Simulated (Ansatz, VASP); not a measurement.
## One calculation of In, two programs

```xyz
1
Lattice="-1.7032 1.7032 1.5259 1.7032 -1.7032 1.5259 1.7032 1.7032 -1.5259" Properties=species:S:1:pos:R:3 pbc="T T T"
In    0.0000    0.0000    0.0000
```

Alike in both runs: task single point; functional PBEsol; k mesh 18 × 18 × 18; occupations gaussian, width 0.1 eV; no spin polarisation.

|  | VASP | Ansatz |
| --- | --- | --- |
| version | VASP 6.6.1 | Ansatz 0.2.0 |
| potentials or method | VASP PAW PBE potentials, release 64 (In_d), cutoff 500 eV | scalar-relativistic, plane waves, PAW |
| valence electrons in the cell | 13 | 13 |

|  | VASP | Ansatz | Ansatz less VASP |
| --- | --- | --- | --- |
| gap on the k mesh at the Fermi level (eV) | none | none | - |
| pressure (GPa) | 43.4 | 43.4 | -0.04 |
| traceless stress, the component that is largest in VASP (GPa) | -0.93 | -0.93 | -0.003 |

VASP's potentials were made for PBE, not for PBEsol. A gap of «none» marks a metal or a gap that the smearing closes. Both programs put the cell under a high pressure, so it lies far from rest at this level. The functional is the same, so the differences come from potentials, cutoffs and numerics.
